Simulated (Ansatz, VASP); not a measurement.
CuO: VASP beside Ansatz

INCAR

```
SYSTEM = CuO
PREC = Accurate ; ENCUT = 520
EDIFF = 1E-7 ; ISMEAR = 0
SIGMA = 0.1 ; LREAL = .False.
LASPH = .True. ; NELM = 100
ALGO = Normal ; ISIF = 2
LWAVE = .False. ; LCHARG = .False.
GGA = PE ; NBANDS = 16
```

Contents of KPOINTS:

```
Automatic mesh
0
Gamma
  22 22 22
  0 0 0
```

Contents of POSCAR:

```
CuO
1.0
    0.0000000000      2.1636564276      2.1636564276
    2.1636564276      0.0000000000      2.1636564276
    2.1636564276      2.1636564276      0.0000000000
Cu O
1 1
Direct
    0.0000000000      0.0000000000      0.0000000000
    0.5000000000      0.5000000000      0.5000000000
```

Input for Ansatz:

```yaml
crystal:
  lattice:
    - [0.0, 2.1636564276, 2.1636564276]
    - [2.1636564276, 0.0, 2.1636564276]
    - [2.1636564276, 2.1636564276, 0.0]
  atoms:
    - { symbol: Cu, position: [0.0, 0.0, 0.0] }
    - { symbol: O, position: [0.5, 0.5, 0.5] }
basis:
  ecutwfc: 420
kpoints:
  mp_grid: { grid: [22, 22, 22] }
hamiltonian:
  xc: pbe
scf:
  occupations: { method: gaussian, width: 0.1 }
output:
  forces: true
  stress: true
  eigenvalues: true
  write_density: true
  write_potential: true
  elf: true
  volumetric_format: npy
```

Alike in both runs: task single point; functional PBE; k mesh 22 × 22 × 22; occupations gaussian, width 0.1 eV; no spin polarisation.

|  | VASP | Ansatz |
| --- | --- | --- |
| version | VASP 6.6.1 | Ansatz 0.2.0 |
| potentials or method | VASP PAW PBE potentials, release 64 (Cu, O), cutoff 520 eV | scalar-relativistic, plane waves, PAW |
| valence electrons in the cell | 17 | 25 |

VASP gave:

```
gap on the k mesh at the Fermi level (eV) : none
pressure (GPa)                            : -8.9
```

**Question.** Estimate Ansatz's values.

**Answer.** gap on the k mesh at the Fermi level (eV): none; pressure (GPa): -9.0.

A gap of «none» marks a metal or a gap that the smearing closes. VASP's potentials hold 17 valence electrons a cell and Ansatz's 25, so a difference there can come from the potentials and not from the codes.
